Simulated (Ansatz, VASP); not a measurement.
# ZnS in VASP and in Ansatz

```
CELL_PARAMETERS angstrom
3.70982 0.00000 0.00000
-1.85491 3.21280 0.00000
0.00000 0.00000 6.25551
ATOMIC_POSITIONS crystal
Zn 0.33333 0.66667 0.01604
Zn 0.66667 0.33333 0.51604
S 0.33333 0.66667 0.36896
S 0.66667 0.33333 0.86896
```

Alike in both runs: task single point; functional PBE; k mesh 9 × 9 × 6; occupations gaussian, width 0.02 eV; no spin polarisation.

|  | VASP | Ansatz |
| --- | --- | --- |
| version | VASP 6.6.1 | Ansatz 0.2.0 |
| potentials or method | VASP PAW PBE potentials, release 64 (Zn, S), cutoff 520 eV | scalar-relativistic, plane waves, PAW |
| valence electrons in the cell | 36 | 36 |

|  | VASP | Ansatz | Ansatz less VASP |
| --- | --- | --- | --- |
| gap on the k mesh at the Fermi level (eV) | 2.28 | 2.27 | -0.008 |
| least direct gap on the mesh (eV) | 2.28 | 2.27 | -0.008 |
| pressure (GPa) | 6.8 | 6.6 | -0.19 |
| traceless stress, the component that is largest in VASP (GPa) | 2.64 | 2.60 | -0.038 |
| rms of the force components (eV/Å) | 0.488 | 0.486 | -0.0019 |

Atom by atom the forces differ by 0.002 eV/Å (rms over components).
